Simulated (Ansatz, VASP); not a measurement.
# CdS: VASP beside Ansatz

File INCAR:

```
SYSTEM = CdS
PREC = Accurate
ENCUT = 520
EDIFF = 1E-6
ISMEAR = 0
SIGMA = 0.05
LREAL = .FALSE.
LASPH = .TRUE.
NELM = 100
ALGO = Normal
ISIF = 2
LWAVE = .FALSE.
LCHARG = .FALSE.
GGA = PE
NBANDS = 16
```

File KPOINTS:

```
regular mesh
0
G
  10 10 10
  0 0 0
```

POSCAR

```
CdS
1.0
    0.0000000000      2.9366599940      2.9366599940
    2.9366599940      0.0000000000      2.9366599940
    2.9366599940      2.9366599940      0.0000000000
Cd S
1 1
Direct
    0.0000000000      0.0000000000      0.0000000000
    0.7500000000      0.7500000000      0.7500000000
```

Input for Ansatz:

```yaml
crystal:
  lattice:
    - [0.0, 2.9366599941, 2.9366599941]
    - [2.9366599941, 0.0, 2.9366599941]
    - [2.9366599941, 2.9366599941, 0.0]
  atoms:
    - { symbol: Cd, position: [0.0, 0.0, 0.0] }
    - { symbol: S, position: [0.75, 0.75, 0.75] }
basis:
  ecutwfc: 420
  ecutrho_ratio: 4
kpoints:
  mp_grid: { grid: [10, 10, 10] }
hamiltonian:
  xc: pbe
scf:
  occupations: { method: gaussian, width: 0.05 }
output:
  forces: true
  stress: true
  eigenvalues: true
```

Alike in both runs: task single point; functional PBE; k mesh 10 × 10 × 10; occupations gaussian, width 0.05 eV; no spin polarisation.

```csv
,VASP,Ansatz
version,VASP 6.6.1,Ansatz 0.2.0
potentials or method,"VASP PAW PBE potentials, release 64 (Cd, S), cutoff 520 eV","scalar-relativistic, plane waves, PAW"
valence electrons in the cell,18,26
```

Ansatz gave:

```
gap on the k mesh at the Fermi level (eV) : 1.10
least direct gap on the mesh (eV)         : 1.10
pressure (GPa)                            : 1.5
```

**Question.** Which values does VASP return?

**Answer.** gap on the k mesh at the Fermi level (eV): 1.10; least direct gap on the mesh (eV): 1.10; pressure (GPa): 1.9.

The functional is the same, so the differences come from potentials, cutoffs and numerics. VASP's potentials hold 18 valence electrons a cell and Ansatz's 26, so a difference there can come from the potentials and not from the codes.
